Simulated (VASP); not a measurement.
# BeS (F-43m) in VASP: notebook

BeS is run at these levels: PBEsol; tasks: elastic constants.

Program: VASP 6.6.1. These are calculated values, not measurements. Logs are shortened: lines on timing, memory, paths and dates and some standing lists are left out, and cuts for length are marked.

**1. The cell of the first run**

Symmetry: F-43m, No. 216, cubic system. The conventional cell has a = 4.763 Å, b = 4.763 Å, c = 4.763 Å, α = 90.00°, β = 90.00°, γ = 90.00°. Be (site symmetry -43m) has 4 S at 2.06 Å within 2.7 Å. Within 2.7 Å of S (site symmetry -43m) lie 4 Be at 2.06 Å.

**2. Elastic constants, PBEsol**

INCAR reads:

```
SYSTEM = BeS
ALGO = Normal
EDIFF = 1E-8
ENCUT = 600
GGA = PS
IBRION = 6
ISIF = 3
ISMEAR = 0
LASPH = .True.
LCHARG = .False.
LREAL = .False.
LWAVE = .False.
NBANDS = 11
NELM = 100
NFREE = 2
NSW = 1
POTIM = 0.015
PREC = Accurate
SIGMA = 0.01
```

KPOINTS reads:

```
k-points
0
Gamma
  8 8 8
  0 0 0
```

POSCAR reads:

```
BeS
1.0
    0.0000000000      2.3813721934      2.3813721934
    2.3813721934      0.0000000000      2.3813721934
    2.3813721934      2.3813721934      0.0000000000
Be S
1 1
Direct
    0.0000000000      0.0000000000      0.0000000000
    0.7500000000      0.7500000000      0.7500000000
```

Potentials or basis: VASP PAW PBE potentials, release 64 (Be, S).

The run is started by

```
$ cat potpaw_PBE.64/Be/POTCAR potpaw_PBE.64/S/POTCAR > POTCAR
$ mpirun -np 1 vasp_std > vasp.out
```

OUTCAR:

```text
SYSTEM = BeS
   EDIFF = 1E-8
   ENCUT = 600
   GGA = PS
   IBRION = 6
   ISIF = 3
   ISMEAR = 0
   LASPH = .True.
   LREAL = .False.
   NELM = 100
   NFREE = 2
   NSW = 1
   POTIM = 0.015
   PREC = Accurate

 ion  position               nearest neighbor table
   1  0.000  0.000  0.000-   2 2.06   2 2.06   2 2.06   2 2.06
   2  0.750  0.750  0.750-   1 2.06   1 2.06   1 2.06   1 2.06

  LATTYP: Found a face centered cubic cell.
 ALAT       =     4.7627443868

  Lattice vectors:

 A1 = (   0.0000000000,   2.3813721934,   2.3813721934)
 A2 = (   2.3813721934,   0.0000000000,   2.3813721934)
 A3 = (   2.3813721934,   2.3813721934,   0.0000000000)

Analysis of symmetry for initial positions (statically):
=====================================================================
 Subroutine PRICEL returns:
 Original cell was already a primitive cell.

 Routine SETGRP: Setting up the symmetry group for a
 face centered cubic supercell.

 Subroutine GETGRP returns: Found 24 space group operations
 (whereof 24 operations were pure point group operations)
 out of a pool of 48 trial point group operations.

The static configuration has the point symmetry T_d .

Analysis of symmetry for dynamics (positions and initial velocities):
=====================================================================
 Subroutine PRICEL returns:
 Original cell was already a primitive cell.

 Routine SETGRP: Setting up the symmetry group for a
 face centered cubic supercell.

 Subroutine GETGRP returns: Found 24 space group operations
 (whereof 24 operations were pure point group operations)
 out of a pool of 48 trial point group operations.

The dynamic configuration has the point symmetry T_d .

 Subroutine INISYM returns: Found 24 space group operations
 (whereof 24 operations are pure point group operations),
 and found     1 'primitive' translations

----------------------------------------------------------------------------------------

                                     Primitive cell

  volume of cell :      27.0092

  direct lattice vectors                    reciprocal lattice vectors
     0.000000000  2.381372193  2.381372193    -0.209962979  0.209962979  0.209962979
     2.381372193  0.000000000  2.381372193     0.209962979 -0.209962979  0.209962979
     2.381372193  2.381372193  0.000000000     0.209962979  0.209962979 -0.209962979

  length of vectors
     3.367768853  3.367768853  3.367768853     0.363666547  0.363666547  0.363666547

  position of ions in fractional coordinates (direct lattice)
     0.000000000  0.000000000  0.000000000
     0.750000000  0.750000000  0.750000000

  ion indices of the primitive-cell ions
   primitive index   ion index
                 1           1
                 2           2

----------------------------------------------------------------------------------------

 KPOINTS: k-points

Automatic generation of k-mesh.
 Grid dimensions read from file:
 generate k-points for:    8    8    8

 Generating k-lattice:

  Cartesian coordinates                     Fractional coordinates (reciprocal lattice)
    -0.026245372  0.026245372  0.026245372     0.125000000  0.000000000  0.000000000
     0.026245372 -0.026245372  0.026245372     0.000000000  0.125000000  0.000000000
     0.026245372  0.026245372 -0.026245372     0.000000000  0.000000000  0.125000000
[... 105 lines left out ...]

  energy without entropy =      -10.54316177  energy(sigma->0) =      -10.54316177

------------------------ aborting loop because EDIFF is reached ----------------------------------------

  FORCE on cell =-STRESS in cart. coord.  units (eV):
  Direction    XX          YY          ZZ          XY          YZ          ZX
  --------------------------------------------------------------------------------------
  -------------------------------------------------------------------------------------
  Total        0.8762553      0.8762553      0.8762553      0.0000000      0.0000000     -0.0000000
  in kB       51.9791775     51.9791775     51.9791775      0.0000000      0.0000000     -0.0000000
  external PRESSURE =      51.9791775 kB  Pullay stress =       0.0000000 kB
[... 89 lines left out ...]
  FREE ENERGIE OF THE ION-ELECTRON SYSTEM (eV)
  ---------------------------------------------------
  free  energy   TOTEN  =       -10.5265644810 eV

  energy  without entropy=      -10.5265644810  energy(sigma->0) =      -10.52656448

[... ionic steps 4 to 14 ...]

--------------------------------------- Ionic step       15  -------------------------------------------

 number of electron       8.0000001 magnetization

------------------------ aborting loop because EDIFF is reached ----------------------------------------
[... 67 lines left out ...]
--------------------------------------- Ionic step       17  -------------------------------------------

 number of electron       8.0000000 magnetization

 Free energy of the ion-electron system (eV)
  ---------------------------------------------------
  ext. energy  EPLUGINS =         0.00000000
  ---------------------------------------------------
  free energy    TOTEN  =       -10.54205489 eV

  energy without entropy =      -10.54205489  energy(sigma->0) =      -10.54205489

 E-fermi :   4.8878     XC(G=0): -10.1249

 val. band max:        4.7781492174   @ k =   0.0000   0.0000   0.0000
 cond. band min:       7.5236024782   @ k =   0.5000   0.5000   0.0000
 fundamental gap:      2.7454532608
 Fermi energy:         4.8878086601

 k-point     1 :       0.0000    0.0000    0.0000
  band No.  band energies     occupation
      1      -9.3739      2.00000
      2       4.6706      2.00000
      3       4.7259      2.00000
      4       4.7781      2.00000
      5      10.2823      0.00000
      6      10.3025      0.00000
      7      10.3271      0.00000
      8      10.8969      0.00000
      9      17.6278      0.00000
     10      17.6284      0.00000
     11      19.8210      0.00000
[... 309 lines left out ...]
 k-point    24 :      -0.3750    0.2500    0.1250
  band No.  band energies     occupation
      1      -7.2755      2.00000
      2      -0.9219      2.00000
      3       1.7430      2.00000
      4       2.6877      2.00000
      5      10.6257      0.00000
      6      11.3710      0.00000
      7      14.0549      0.00000
      8      15.3928      0.00000
      9      16.3322      0.00000
     10      20.3341      0.00000
     11      21.0549      0.00000

 [... further k-points ...]
[... 5 lines left out ...]
  --------------------------------------------------------------------------------------
  -------------------------------------------------------------------------------------
  Total        0.8769182      0.8792980      0.8792980      0.0000000     -0.0972920      0.0000000
  in kB       52.0184996     52.1596678     52.1596678      0.0000000     -5.7713300      0.0000000
  external PRESSURE =      52.1126117 kB  Pullay stress =       0.0000000 kB
[... 17 lines left out ...]
  FREE ENERGIE OF THE ION-ELECTRON SYSTEM (eV)
  ---------------------------------------------------
  free  energy   TOTEN  =       -10.5420548920 eV

  energy  without entropy=      -10.5420548920  energy(sigma->0) =      -10.54205489

 INTERNAL STRAIN TENSORS FROM STRAINED CELLS
 ============================================

 INTERNAL STRAIN TENSOR FOR ION    1 for displacements in x,y,z  (eV/Angst):
          X           Y           Z          XY          YZ          ZX
  --------------------------------------------------------------------------------
  x     0.00000     0.00000     0.00000     0.00000    -6.47692     0.00000
  y     0.00000     0.00000     0.00000     0.00000     0.00000    -6.47560
  z     0.00000     0.00000    -0.00000    -6.47538     0.00000    -0.00000

 INTERNAL STRAIN TENSORS FROM DISPLACED ATOMS
 ============================================

 INTERNAL STRAIN TENSOR FOR ION    1 for displacements in x,y,z  (eV/Angst):
          X           Y           Z          XY          YZ          ZX
  --------------------------------------------------------------------------------
  x     0.00000     0.00000     0.00000     0.00000    -6.47182     0.00000
  y     0.00000    -0.00000     0.00000     0.00000     0.00000    -6.47182
  z     0.00000     0.00000     0.00000    -6.47182     0.00000     0.00000

 INTERNAL STRAIN TENSOR FOR ION    2 for displacements in x,y,z  (eV/Angst):
          X           Y           Z          XY          YZ          ZX
  --------------------------------------------------------------------------------
  x     0.00000     0.00000     0.00000     0.00000     6.48048     0.00000
  y     0.00000     0.00000     0.00000     0.00000     0.00000     6.48048
  z     0.00000     0.00000     0.00000     6.48048     0.00000     0.00000

 Eigenvectors and eigenvalues of the dynamical matrix
 ----------------------------------------------------

   1 f  =   18.480572 THz   116.116857 2PiTHz  616.445518 cm-1    76.429469 meV
             X         Y         Z           dx          dy          dz
      0.000000  0.000000  0.000000     0.883470   -0.000000    0.000000
      3.572058  3.572058  3.572058    -0.468488    0.000000    0.000000
[... 21 lines left out ...]
   6 f/i=    0.001657 THz     0.010410 2PiTHz    0.055266 cm-1     0.006852 meV
             X         Y         Z           dx          dy          dz
      0.000000  0.000000  0.000000    -0.387787    0.262873    0.000000
      3.572058  3.572058  3.572058    -0.731285    0.495723    0.000000

--------------------------------------------------------------------------------------------------------

 ELASTIC MODULI CONTR FROM IONIC RELAXATION (kBar)
 Direction    XX          YY          ZZ          XY          YZ          ZX
 --------------------------------------------------------------------------------
 XX          -0.0000     -0.0000     -0.0000     -0.0000     -0.0000     -0.0000
 YY          -0.0000     -0.0000     -0.0000     -0.0000     -0.0000     -0.0000
 ZZ          -0.0000     -0.0000     -0.0000     -0.0000     -0.0000     -0.0000
 XY          -0.0000     -0.0000     -0.0000   -253.0206      0.0000     -0.0000
 YZ          -0.0000     -0.0000     -0.0000      0.0000   -253.0206     -0.0000
 ZX          -0.0000     -0.0000     -0.0000     -0.0000     -0.0000   -253.0206
 --------------------------------------------------------------------------------

 TOTAL ELASTIC MODULI (kBar)
 Direction    XX          YY          ZZ          XY          YZ          ZX
 --------------------------------------------------------------------------------
 XX        1754.4904    785.3893    785.3893     -0.0000     -0.0000     -0.0000
 YY         785.3893   1754.4904    785.3893     -0.0000     -0.0000     -0.0000
 ZZ         785.3893    785.3893   1754.4904     -0.0000     -0.0000     -0.0000
 XY          -0.0000     -0.0000     -0.0000    891.3716      0.0000     -0.0000
 YZ          -0.0000     -0.0000     -0.0000      0.0000    891.3716     -0.0000
 ZX          -0.0000     -0.0000     -0.0000     -0.0000     -0.0000    891.3716
 --------------------------------------------------------------------------------
```

Wall time 3.1 min (1 thread of AMD EPYC 9R45 (Zen 5), shared host); peak memory 0.2 GiB.

Results:

| Property | Result |
| --- | --- |
| Elastic constants C11, C12, C44 | 175, 79, 89 GPa |
| Voigt bulk modulus | 111 GPa |
| Highest phonon frequency at Γ, LO-TO splitting left out | 616 cm⁻¹ |

Phonon frequencies in cm⁻¹ (negative: imaginary):
```
              q point        frequencies
(0.000, 0.000, 0.000)  0 0 0 616 616 616
```

Elastic tensor in Voigt notation (GPa, in the Cartesian axes of the cell as first typed):
```
175  79  79   0   0   0
 79 175  79   0   0   0
 79  79 175   0   0   0
  0   0   0  89   0   0
  0   0   0   0  89   0
  0   0   0   0   0  89
```

Clamped-ion elastic tensor (GPa):
```
175  79  79   0   0   0
 79 175  79   0   0   0
 79  79 175   0   0   0
  0   0   0 114   0   0
  0   0   0   0 114   0
  0   0   0   0   0 114
```

Caveat: the cell is under stress, which shifts elastic constants; the PAW data sets were made with another functional, which shifts forces and pressure a little.

**3. Elastic constants, PBEsol**

This run uses another cell than the first one, of 14.15 Å³/atom, 1.048 times its volume.

INCAR reads:

```
PREC = Accurate
ENCUT = 600
EDIFF = 1E-8
ISMEAR = 0
SIGMA = 0.01
LREAL = False
LASPH = True
NELM = 80
ALGO = Normal
ISIF = 3
LWAVE = False
LCHARG = True
GGA = PS
NBANDS = 11
IBRION = 6
NFREE = 2
POTIM = 0.015
NSW = 1
```

KPOINTS reads:

```
Automatic mesh
0
Gamma
  8 8 8
```

POSCAR reads:

```
BeS
1.0
    0.0000000000      2.4189638004      2.4189638004
    2.4189638004      0.0000000000      2.4189638004
    2.4189638004      2.4189638004      0.0000000000
Be S
1 1
Direct
    0.0000000000      0.0000000000      0.0000000000
    0.7500000000      0.7500000000      0.7500000000
```

Potentials or basis: VASP PAW PBE potentials, release 64 (Be, S).

The run is started by

```
$ cat potpaw_PBE.64/Be/POTCAR potpaw_PBE.64/S/POTCAR > POTCAR
$ mpirun -np 1 vasp_std > vasp.out
```

Wall time 2.8 min (1 thread of AMD EPYC 9R45 (Zen 5), shared host); peak memory 0.2 GiB.

Results (log left out):

```
Elastic constants C11, C12, C44                         : 160, 66, 83 GPa
Voigt bulk modulus                                      : 97 GPa
Highest phonon frequency at Γ, LO-TO splitting left out : 577 cm⁻¹
```

Phonon frequencies in cm⁻¹ (negative: imaginary):
```tsv
q point	frequencies
(0.000, 0.000, 0.000)	0 0 0 577 577 577
```

Elastic tensor in Voigt notation (GPa, in the Cartesian axes of the cell as first typed):
```
160  66  66   0   0   0
 66 160  66   0   0   0
 66  66 160   0   0   0
  0   0   0  83   0   0
  0   0   0   0  83   0
  0   0   0   0   0  83
```

Clamped-ion elastic tensor (GPa):
```
160  66  66   0   0   0
 66 160  66   0   0   0
 66  66 160   0   0   0
  0   0   0  99   0   0
  0   0   0   0  99   0
  0   0   0   0   0  99
```

Caveat: the PAW data sets were made with another functional, which shifts forces and pressure a little.

**4. Elastic constants, PBEsol**

This run uses another cell than the first one, of 14.15 Å³/atom, 1.048 times its volume.

INCAR reads:

```
SYSTEM = BeS
PREC     = Accurate       ! precision mode
ENCUT    = 600            ! plane-wave cutoff, eV
EDIFF    = 1E-8           ! SCF threshold, eV
ISMEAR   = 0              ! smearing method
SIGMA    = 0.01           ! smearing width, eV
LREAL    = .FALSE.        ! projectors in reciprocal space
LASPH    = .TRUE.         ! aspherical terms in the spheres
NELM     = 100            ! most SCF steps
ALGO     = Normal         ! electronic algorithm
ISIF     = 3              ! what is computed and relaxed
LWAVE    = .FALSE.        ! write WAVECAR
LCHARG   = .TRUE.         ! write CHGCAR
GGA      = PS             ! functional
IBRION   = 6              ! ionic algorithm
NFREE    = 2            
POTIM    = 0.015          ! step
NSW      = 1              ! ionic steps
```

KPOINTS reads:

```
regular mesh
0
G
  8 8 8
  0 0 0
```

POSCAR is that of step 3.

The run is started by

```
$ cat potpaw_PBE.64/Be/POTCAR potpaw_PBE.64/S/POTCAR > POTCAR
$ mpirun -np 1 vasp_std > vasp.out
```

Wall time 2.3 min (1 thread of AMD EPYC 9R45 (Zen 5), shared host); peak memory 0.2 GiB.

It converged, with:

```yaml
Elastic_constants_C11_C12_C44: 160, 66, 83 GPa
Voigt_bulk_modulus: 97 GPa
Highest_phonon_frequency_at_Γ_LO-TO_splitting_left_out: 577 cm⁻¹
```

Phonon frequencies in cm⁻¹ (negative: imaginary):
```csv
q point,frequencies
"(0.000, 0.000, 0.000)",0 0 0 577 577 577
```

Elastic tensor in Voigt notation (GPa, in the Cartesian axes of the cell as first typed):
```
160  66  66   0   0   0
 66 160  66   0   0   0
 66  66 160   0   0   0
  0   0   0  83   0   0
  0   0   0   0  83   0
  0   0   0   0   0  83
```

Clamped-ion elastic tensor (GPa):
```
160  66  66   0   0   0
 66 160  66   0   0   0
 66  66 160   0   0   0
  0   0   0  99   0   0
  0   0   0   0  99   0
  0   0   0   0   0  99
```

Caveat: the PAW data sets were made with another functional, which shifts forces and pressure a little.
